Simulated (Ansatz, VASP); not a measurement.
## Two plane-wave programs on Al2O3

```
CELL_PARAMETERS angstrom
2.36460 1.36520 4.29722
-2.36460 1.36520 4.29722
0.00000 -2.73040 4.29722
ATOMIC_POSITIONS crystal
Al 0.35202 0.35202 0.35202
Al 0.14798 0.14798 0.14798
Al 0.64798 0.64798 0.64798
Al 0.85202 0.85202 0.85202
O 0.55586 0.94414 0.25000
O 0.25000 0.55586 0.94414
O 0.94414 0.25000 0.55586
O 0.44414 0.05586 0.75000
O 0.75000 0.44414 0.05586
O 0.05586 0.75000 0.44414
```

Alike in both runs: functional LDA; k mesh 5 × 5 × 5; no spin polarisation.

Ansatz relaxed the structure, and its values are those at the end. VASP's run is a single point on that final structure, the one shown.

|  | VASP | Ansatz |
| --- | --- | --- |
| version | VASP 6.6.1 | Ansatz 0.2.0 |
| potentials or method | VASP PAW LDA potentials, release 64 (Al, O) | scalar-relativistic, plane waves, PAW |
| plane-wave cutoff (eV) | 520 | 420 |
| occupations | gaussian, width 0.01 eV | fixed |
| valence electrons in the cell | 48 | 48 |

|  | VASP | Ansatz | Ansatz less VASP |
| --- | --- | --- | --- |
| gap on the k mesh at the Fermi level (eV) | 6.44 | 6.43 | -0.009 |
| least direct gap on the mesh (eV) | 6.44 | 6.43 | -0.009 |
| pressure (GPa) | 0.9 | 0.0 | -0.87 |
| rms of the force components (eV/Å) | 0.006 | 0.000 | -0.0059 |

LDA's correlation is that of Perdew and Zunger in VASP and of Perdew and Wang (1992) in Ansatz.
